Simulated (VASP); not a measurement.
# Al3GaAs4 (P-4m2) in VASP: a series of runs

The runs below take Al3GaAs4 through single point, relaxation of cell and atoms, with PBE.

Program: VASP 6.6.1. These are calculated values, not measurements. Logs are shortened: lines on timing, memory, paths and dates and some standing lists are left out, and cuts for length are marked.

## Step 1: The cell of the first run

Symmetry: P-4m2, No. 115, tetragonal system. The conventional cell has a = 3.846 Å, b = 3.846 Å, c = 10.878 Å, α = 90.00°, β = 90.00°, γ = 90.00°. Within 3.1 Å of Al (site symmetry 2mm) lie 4 As at 2.36 Å. Within 3.1 Å of Al (site symmetry -4m2) lie 4 As at 2.36 Å. Within 3.1 Å of Ga (site symmetry -4m2) lie 4 As at 2.36 Å. Within 3.1 Å of As (site symmetry 2mm) lie 4 Al at 2.36 Å. Within 3.1 Å of As (site symmetry 2mm) lie 2 Ga at 2.36 Å and 2 Al at 2.36 Å.

## Step 2: Single point, PBE

Contents of INCAR:

```
PREC = Accurate
ENCUT = 520
EDIFF = 1E-6
ISMEAR = 0
SIGMA = 0.1
LREAL = F
LASPH = T
NELM = 80
ALGO = Normal
ISIF = 2
LWAVE = F
LCHARG = F
GGA = PE
NBANDS = 31
```

Contents of KPOINTS:

```
Automatic mesh
0
Gamma
  4 4 2
```

Contents of POSCAR:

```
Al3GaAs4
1.0
    3.8458615300      0.0000000000      0.0000000000
    0.0000000000      3.8458615300      0.0000000000
    0.0000000000      0.0000000000     10.8777390600
Al Ga As
3 1 4
Direct
    0.0000000000      0.0000000000      0.7500000000
    0.5000000000      0.5000000000      0.0000000000
    0.0000000000      0.0000000000      0.2500000000
    0.5000000000      0.5000000000      0.5000000000
    0.5000000000      0.0000000000      0.8750000000
    0.0000000000      0.5000000000      0.1250000000
    0.5000000000      0.0000000000      0.3750000000
    0.0000000000      0.5000000000      0.6250000000
```

Potentials or basis: VASP PAW PBE potentials, release 64 (Al, Ga_d, As).

Launch:

```bash
$ cat potpaw_PBE.64/Al/POTCAR potpaw_PBE.64/Ga_d/POTCAR potpaw_PBE.64/As/POTCAR > POTCAR
$ mpirun -np 1 vasp_std > vasp.out
```

OUTCAR:

```text
PREC = Accurate
   ENCUT = 520
   EDIFF = 1E-6
   ISMEAR = 0
   LREAL = F
   LASPH = T
   NELM = 80
   ISIF = 2
   GGA = PE

 ion  position               nearest neighbor table
   1  0.000  0.000  0.750-   5 2.36   8 2.36   8 2.36   5 2.36
   2  0.500  0.500  0.000-   5 2.36   6 2.36   5 2.36   6 2.36
   3  0.000  0.000  0.250-   6 2.36   7 2.36   6 2.36   7 2.36
   4  0.500  0.500  0.500-   7 2.36   8 2.36   7 2.36   8 2.36
   5  0.500  0.000  0.875-   1 2.36   2 2.36   2 2.36   1 2.36
   6  0.000  0.500  0.125-   2 2.36   3 2.36   3 2.36   2 2.36
   7  0.500  0.000  0.375-   3 2.36   4 2.36   4 2.36   3 2.36
   8  0.000  0.500  0.625-   1 2.36   4 2.36   1 2.36   4 2.36

  LATTYP: Found a simple tetragonal cell.
 ALAT       =     3.8458615300
 C/A-ratio  =     2.8284271223

  Lattice vectors:

 A1 = (   3.8458615300,   0.0000000000,   0.0000000000)
 A2 = (   0.0000000000,   3.8458615300,   0.0000000000)
 A3 = (   0.0000000000,   0.0000000000,  10.8777390600)

Analysis of symmetry for initial positions (statically):
=====================================================================
 Subroutine PRICEL returns:
 Original cell was already a primitive cell.

 Routine SETGRP: Setting up the symmetry group for a
 simple tetragonal supercell.

 Subroutine GETGRP returns: Found  8 space group operations
 (whereof  8 operations were pure point group operations)
 out of a pool of 16 trial point group operations.

The static configuration has the point symmetry D_2d.

Analysis of symmetry for dynamics (positions and initial velocities):
=====================================================================
 Subroutine PRICEL returns:
 Original cell was already a primitive cell.

 Routine SETGRP: Setting up the symmetry group for a
 simple tetragonal supercell.

 Subroutine GETGRP returns: Found  8 space group operations
 (whereof  8 operations were pure point group operations)
 out of a pool of 16 trial point group operations.

The dynamic configuration has the point symmetry D_2d.

 Subroutine INISYM returns: Found  8 space group operations
 (whereof  8 operations are pure point group operations),
 and found     1 'primitive' translations

----------------------------------------------------------------------------------------

                                     Primitive cell

  volume of cell :     160.8888

  direct lattice vectors                    reciprocal lattice vectors
     3.845861530  0.000000000  0.000000000     0.260019762  0.000000000  0.000000000
     0.000000000  3.845861530  0.000000000     0.000000000  0.260019762  0.000000000
     0.000000000  0.000000000 10.877739060     0.000000000  0.000000000  0.091930869

  length of vectors
     3.845861530  3.845861530 10.877739060     0.260019762  0.260019762  0.091930869

  position of ions in fractional coordinates (direct lattice)
     0.000000000  0.000000000  0.750000000
     0.500000000  0.500000000  0.000000000
     0.000000000  0.000000000  0.250000000
     0.500000000  0.500000000  0.500000000
     0.500000000  0.000000000  0.875000000
     0.000000000  0.500000000  0.125000000
     0.500000000  0.000000000  0.375000000
     0.000000000  0.500000000  0.625000000

  ion indices of the primitive-cell ions
   primitive index   ion index
                 1           1
                 2           2
                 3           3
                 4           4
                 5           5
                 6           6
                 7           7
                 8           8

----------------------------------------------------------------------------------------

 KPOINTS: Automatic mesh

Automatic generation of k-mesh.
 Grid dimensions read from file:
 generate k-points for:    4    4    2

 Generating k-lattice:

  Cartesian coordinates                     Fractional coordinates (reciprocal lattice)
     0.065004941  0.000000000  0.000000000     0.250000000  0.000000000  0.000000000
     0.000000000  0.065004941  0.000000000     0.000000000  0.250000000  0.000000000
     0.000000000  0.000000000  0.045965434     0.000000000  0.000000000  0.500000000

  Length of vectors
     0.065004941  0.065004941  0.045965434

  Shift w.r.t. Gamma in fractional coordinates (k-lattice)
     0.000000000  0.000000000  0.000000000

 Subroutine IBZKPT returns following result:
 ===========================================

 Found     12 irreducible k-points:

 Following reciprocal coordinates:
            Coordinates               Weight
  0.000000  0.000000  0.000000      1.000000
  0.250000  0.000000  0.000000      4.000000
  0.500000  0.000000  0.000000      2.000000
  0.250000  0.250000  0.000000      4.000000
  0.500000  0.250000  0.000000      4.000000
  0.500000  0.500000  0.000000      1.000000
  0.000000  0.000000  0.500000      1.000000
  0.250000  0.000000  0.500000      4.000000
  0.500000  0.000000  0.500000      2.000000
  0.250000  0.250000  0.500000      4.000000
  0.500000  0.250000  0.500000      4.000000
  0.500000  0.500000  0.500000      1.000000
   k-points           NKPTS =     12   k-points in BZ     NKDIM =     12   number of bands    NBANDS=     31
   number of dos      NEDOS =    301   number of ions     NIONS =      8
   total plane-waves  NPLWV =  75600
   dimension x,y,z NGX =    30 NGY =   30 NGZ =   84
   dimension x,y,z NGXF=    60 NGYF=   60 NGZF=  168
   ions per type =               3   1   4
   NGX,Y,Z   is equivalent  to a cutoff of  12.97, 12.97, 12.84 a.u.
   NGXF,Y,Z  is equivalent  to a cutoff of  25.94, 25.94, 25.68 a.u.
 SYSTEM =  unknown system
   PREC   = accura    normal or accurate (medium, high low for compatibility)
   ISTART =      0    job   : 0-new  1-cont  2-samecut
   ICHARG =      2    charge: 1-file 2-atom 10-const
   ISPIN  =      1    spin polarized calculation?
   LNONCOLLINEAR =      F non collinear calculations
   LSORBIT =      F    spin-orbit coupling
   LASPH  =      T    aspherical Exc in radial PAW
   ENCUT  =  520.0 eV  38.22 Ry    6.18 a.u.   7.15  7.15 20.23*2*pi/ulx,y,z
   NELM   =     80;   NELMIN=  2; NELMDL= -5     # of ELM steps
   EDIFF  = 0.1E-05   stopping-criterion for ELM
   LREAL  =      F    real-space projection
   EDIFFG = 0.1E-04   stopping-criterion for IOM
   NSW    =      0    number of steps for IOM
   IBRION =     -1    ionic relax: 0-MD 1-quasi-New 2-CG
   NFREE  =      0    steps in history (QN), initial steepest desc. (CG)
   ISIF   =      2    stress and relaxation
   ISYM   =      2    0-nonsym 1-usesym 2-fastsym
   POTIM  = 0.5000    time-step for ionic-motion
   TEBEG  =    0.0;   TEEND  =   0.0 temperature during run
   PSTRESS=    0.0 pullay stress
   NELECT =      42.0000    total number of electrons
   NUPDOWN=      -1.0000    fix difference up-down
   EMIN   =  10.00;   EMAX   =-10.00  energy-range for DOS
   EFERMI =   0.00;   METHOD = LEGACY
   ISMEAR =     0;   SIGMA  =   0.10  broadening in eV -4-tet -1-fermi 0-gaus
   EFERMI_NEDOS =   21; number of points for ismear=-14 and -15
   IALGO  =     38    algorithm
   IMIX   =      4    mixing-type and parameters
     AMIX     =   0.40;   BMIX     =  1.00
     AMIX_MAG =   1.60;   BMIX_MAG =  1.00
  volume/ion in A,a.u.               =      20.11       135.72
  Fermi-wavevector in a.u.,A,eV,Ry     =   1.046283  1.977189 14.894416  1.094709
  Thomas-Fermi vector in A             =   2.181115
   LORBIT       =      0    0 simple, 1 ext, 2 COOP (PROOUT), +10 PAW based schemes
   GGA     = PE    functional components
   LHFCALC =     F    Hartree Fock is set to
   AEXX    =    0.0000 exact exchange contribution
   IVDW    =     0    specifies the selected vdW correction
   LEPSILON=     F    determine dielectric tensor
   LRPA    =     F    only Hartree local field effects (RPA)
 non-spin polarized calculation
 Gauss-broadening in eV      SIGMA  =   0.10
  energy-cutoff  :      520.00
  volume of cell :      160.89
 maximum number of plane-waves:      4380
 NGX is ok and might be reduce to    30
   NGX = 15   NGY = 15   NGZ = 41

 number of electron      41.9999997 magnetization

 Free energy of the ion-electron system (eV)
  ---------------------------------------------------
  ext. energy  EPLUGINS =         0.00000000
  ---------------------------------------------------
  free energy    TOTEN  =       -35.10112609 eV

  energy without entropy =      -35.10112609  energy(sigma->0) =      -35.10112609

 E-fermi :   5.5057     XC(G=0):  -9.6617

 val. band max:        5.0260039642   @ k =   0.0000   0.0000   0.0000
 cond. band min:       6.1954026779   @ k =   0.5000   0.5000   0.0000
 fundamental gap:      1.1693987137
 Fermi energy:         5.5057092270

 k-point     1 :       0.0000    0.0000    0.0000
  band No.  band energies     occupation
      1      -9.7562      2.00000
      2      -9.6398      2.00000
      3      -9.6398      2.00000
      4      -9.5864      2.00000
      5      -9.5475      2.00000
      6      -7.8577      2.00000
[... 23 lines left out ...]
     30       9.3074      0.00000
     31       9.3089      0.00000

 k-point     2 :       0.2500    0.0000    0.0000
  band No.  band energies     occupation
      1      -9.7431      2.00000
      2      -9.6711      2.00000
      3      -9.6382      2.00000
      4      -9.5776      2.00000
      5      -9.5547      2.00000
      6      -7.3624      2.00000
[... 23 lines left out ...]
     30      10.1923      0.00000
     31      10.7671      0.00000

 k-point     3 :       0.5000    0.0000    0.0000
  band No.  band energies     occupation
      1      -9.7387      2.00000
      2      -9.6908      2.00000
      3      -9.6366      2.00000
      4      -9.5688      2.00000
      5      -9.5619      2.00000
      6      -6.2440      2.00000
[... 295 lines left out ...]
     30      11.6726      0.00000
     31      11.8359      0.00000

 k-point    12 :       0.5000    0.5000    0.5000
  band No.  band energies     occupation
      1      -9.7242      2.00000
      2      -9.7242      2.00000
      3      -9.5974      2.00000
      4      -9.5825      2.00000
      5      -9.5628      2.00000
      6      -5.3095      2.00000
[... 23 lines left out ...]
     30      13.5760      0.00000
     31      13.5781      0.00000

------------------------ aborting loop because EDIFF is reached ----------------------------------------

  FORCE on cell =-STRESS in cart. coord.  units (eV):
  Direction    XX          YY          ZZ          XY          YZ          ZX
  --------------------------------------------------------------------------------------
  -------------------------------------------------------------------------------------
  Total       15.5548778     15.5548778     14.3482658      0.0000000      0.0000000      0.0000000
  in kB      154.8999448    154.8999448    142.8841556      0.0000000      0.0000000      0.0000000
  external PRESSURE =     150.8946818 kB  Pullay stress =       0.0000000 kB

 VOLUME and BASIS-vectors are now :
 -----------------------------------------------------------------------------
  energy-cutoff  :      520.00
  volume of cell :      160.89
      direct lattice vectors                 reciprocal lattice vectors
     3.845861530  0.000000000  0.000000000     0.260019762  0.000000000  0.000000000
     0.000000000  3.845861530  0.000000000     0.000000000  0.260019762  0.000000000
     0.000000000  0.000000000 10.877739060     0.000000000  0.000000000  0.091930869

 POSITION                                       TOTAL-FORCE (eV/Angst)
 -----------------------------------------------------------------------------------
      0.00000      0.00000      8.15830        -0.000000      0.000000     -0.034432
      1.92293      1.92293      0.00000        -0.000000      0.000000      0.000000
      0.00000      0.00000      2.71943        -0.000000      0.000000      0.034432
      1.92293      1.92293      5.43887        -0.000000     -0.000000      0.000000
      1.92293      0.00000      9.51802         0.000000      0.000000     -0.017512
      0.00000      1.92293      1.35972        -0.000000      0.000000      0.017512
      1.92293      0.00000      4.07915        -0.000000      0.000000     -0.120712
      0.00000      1.92293      6.79859        -0.000000      0.000000      0.120712
 -----------------------------------------------------------------------------------
    total drift:                                0.000000      0.000000      0.000000

  FREE ENERGIE OF THE ION-ELECTRON SYSTEM (eV)
  ---------------------------------------------------
  free  energy   TOTEN  =       -35.1011260944 eV

  energy  without entropy=      -35.1011260944  energy(sigma->0) =      -35.10112609
```

Run time: 52 s. Hardware: 1 thread of Intel Xeon Platinum 8488C (Sapphire Rapids), shared host; peak memory 0.27 GiB.

Results:

| Item | Value |
| --- | --- |
| Free energy | -35.1011 eV |
| Pressure | 15.1 GPa |
| Largest force | 0.121 eV/Å |
| Band gap on the k mesh | 1.17 eV (least direct gap 1.20 eV) |

Forces in eV/Å, atoms in the order of the input:
```
Al   0.000  0.000 -0.034
Al   0.000  0.000  0.000
Al   0.000  0.000  0.034
Ga   0.000  0.000  0.000
As   0.000  0.000 -0.018
As   0.000  0.000  0.018
As   0.000  0.000 -0.121
As   0.000  0.000  0.121
```

Caveat: the cell stands under pressure. A k mesh can miss the band edges.

[end of part 1 of 2]
